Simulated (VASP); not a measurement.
Set up this calculation in VASP 6.6.1, as the native input.

```yaml
Task: single point
Functional: PBE
Potentials_or_basis: VASP PAW PBE potentials, release 64 (Sr_sv)
Cutoff: 520 eV
k_mesh: 16 × 16 × 16
Occupations: gaussian, width 0.15 eV
Spin: no spin polarisation
Dipole_correction: no
Further_INCAR_settings: ALGO = Normal; EDIFF = 1e-06; NBANDS = 11
```

The structure of Sr lies in POSCAR:

```
Sr
1.0
   -0.6593203253      2.7509572195      2.7509572195
    2.7509572195     -0.6593203253      2.7509572195
    2.7509572195      2.7509572195     -0.6593203253
Sr
1
Direct
    0.0000000000      0.0000000000      0.0000000000
```

This cell differs from its parent crystal: ratio of the length along [111] to the lengths across it x 0.71, volume and fractional coordinates fixed.

These files were run (other wordings do the same):

INCAR

```
SYSTEM = Sr
PREC = Accurate
ENCUT = 520
EDIFF = 1E-6
ISMEAR = 0
SIGMA = 0.15
LREAL = .FALSE.
LASPH = .TRUE.
NELM = 100
ALGO = Normal
ISIF = 2
LWAVE = .FALSE.
LCHARG = .FALSE.
GGA = PE
NBANDS = 11
```

KPOINTS

```
Automatic mesh
0
G
  16 16 16
  0 0 0
```

Potentials or basis: VASP PAW PBE potentials, release 64 (Sr_sv).

Run with:

```sh
$ cat potpaw_PBE.64/Sr_sv/POTCAR > POTCAR
$ mpirun -np 1 vasp_std > vasp.out
```

Results of the run:

```
Pressure               : 0.0 GPa
Band gap on the k mesh : zero (band 5 reaches 1.71 eV, above the bottom of band 6 at 1.24 eV)
```

It took 2.6 min on 1 thread of Intel(R) Xeon(R) Platinum 8259CL CPU @ 2.50GHz (Skylake/Cascade Lake), with other jobs on the host, peak memory 0.37 GiB.
